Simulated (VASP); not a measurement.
Wanted: the native input for a VASP 6.6.1 run.

```
Task                   : single point
Functional             : BLYP
Potentials or basis    : VASP PAW PBE potentials, release 64 (In_d)
Cutoff                 : 520 eV
k mesh                 : 18 × 18 × 18
Occupations            : fermi-dirac, width 0.1 eV
Spin                   : no spin polarisation
Dipole correction      : no
Further INCAR settings : ALGO = Normal; EDIFF = 1e-06; NBANDS = 12
```

The structure of In lies in POSCAR:

```
In
1.0
   -2.0163225202      2.0163225202      2.0163225202
    2.0163225202     -2.0163225202      2.0163225202
    2.0163225202      2.0163225202     -2.0163225202
In
1
Direct
    0.0000000000      0.0000000000      0.0000000000
```

This cell differs from its parent crystal: volume scaled by 1.04.

The input as run:

INCAR

```
SYSTEM = In
PREC = Accurate
ENCUT = 520
EDIFF = 1E-6
ISMEAR = -1
SIGMA = 0.1
LREAL = .False.
LASPH = .True.
NELM = 100
ALGO = Normal
ISIF = 2
LWAVE = .False.
LCHARG = .False.
GGA = B5
ALDAX = 1.0
AGGAX = 1.0
AGGAC = 1.0
ALDAC = 0.0
NBANDS = 12
```

KPOINTS

```
Automatic mesh
0
Gamma
  18 18 18
  0 0 0
```

Potentials or basis: VASP PAW PBE potentials, release 64 (In_d).

Run with:

```bash
$ cat potpaw_PBE.64/In_d/POTCAR > POTCAR
$ mpirun -np 1 vasp_std > vasp.out
```

Results of the run:

The pressure is -0.9 GPa.

Caveat: the PAW data sets were made with another functional, which shifts forces and pressure a little.

Wall time 89 s on 1 thread of Intel(R) Xeon(R) Platinum 8375C CPU @ 2.90GHz (Ice Lake), on a shared host, peak memory 0.21 GiB.
